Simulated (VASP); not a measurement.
Li: relaxation of cell and atoms with PBE+D3(BJ)

Li:

```
CELL_PARAMETERS angstrom
-1.66253 1.66253 1.66253
1.66253 -1.66253 1.66253
1.66253 1.66253 -1.66253
ATOMIC_POSITIONS crystal
Li 0.00000 0.00000 0.00000
```

```json
{
 "Program": "VASP 6.6.1",
 "Task": "relaxation of cell and atoms",
 "Functional": "PBE",
 "Dispersion": "D3(BJ)",
 "Potentials or basis": "VASP PAW PBE potentials, release 64 (Li_sv)",
 "Cutoff": "600 eV",
 "k mesh": "18 × 18 × 18",
 "Occupations": "gaussian, width 0.1 eV",
 "Spin": "no spin polarisation",
 "Dipole correction": "no",
 "Further INCAR settings": "ALGO = Normal; EDIFF = 1e-06; IBRION = 2; EDIFFG = -0.005; NSW = 100; ISIF = 3"
}
```

- Relaxed volume: 18.20 Å³/atom
- Relaxed cell: a = 2.870 Å, b = 2.870 Å, c = 2.870 Å, α = 109.47°, β = 109.47°, γ = 109.47°
- Space group after relaxing (to 0.05 Å): Im-3m (No. 229)
- Energy gained by relaxing: 0.1 meV/atom
- Ionic steps: 3
- Pressure after relaxing: 0.0 GPa
- Dispersion energy per atom: -0.188 eV

The path:
```tsv
step	energy change (eV)	largest force (eV/Å)	pressure (GPa)	volume (Å³)
1	0.0000	0.0000	-0.18	18.38
2	-0.0001	0.0000	-0.12	18.33
3	-0.0001	0.0000	-0.03	18.20
```

Final structure:
```
CELL_PARAMETERS angstrom
-1.65702 1.65702 1.65702
1.65702 -1.65702 1.65702
1.65702 1.65702 -1.65702
ATOMIC_POSITIONS crystal
Li 0.00000 0.00000 0.00000
```

Levels at points of the mesh, in eV from the Fermi level:
```csv
k point,band 1,band 2,band 3,band 4
"(0.00, 0.00, 0.00)",-46.35,-3.71,15.77,15.77
"(0.50, 0.00, 0.00)",-46.32,0.21,3.62,11.16
"(0.50, 0.50, 0.50)",-46.30,5.92,5.92,5.92
```

Run time: 17 s on 1 thread of Intel(R) Xeon(R) Platinum 8259CL CPU @ 2.50GHz (Skylake/Cascade Lake), on a shared host, peak memory 0.15 GiB.

Caveat: the cutoff is under 1.25 times the usual one of these potentials, so pressure, stress and relaxed cells hold a basis-set (Pulay) error; pairwise dispersion overbinds metals, which lowers pressure and volume.
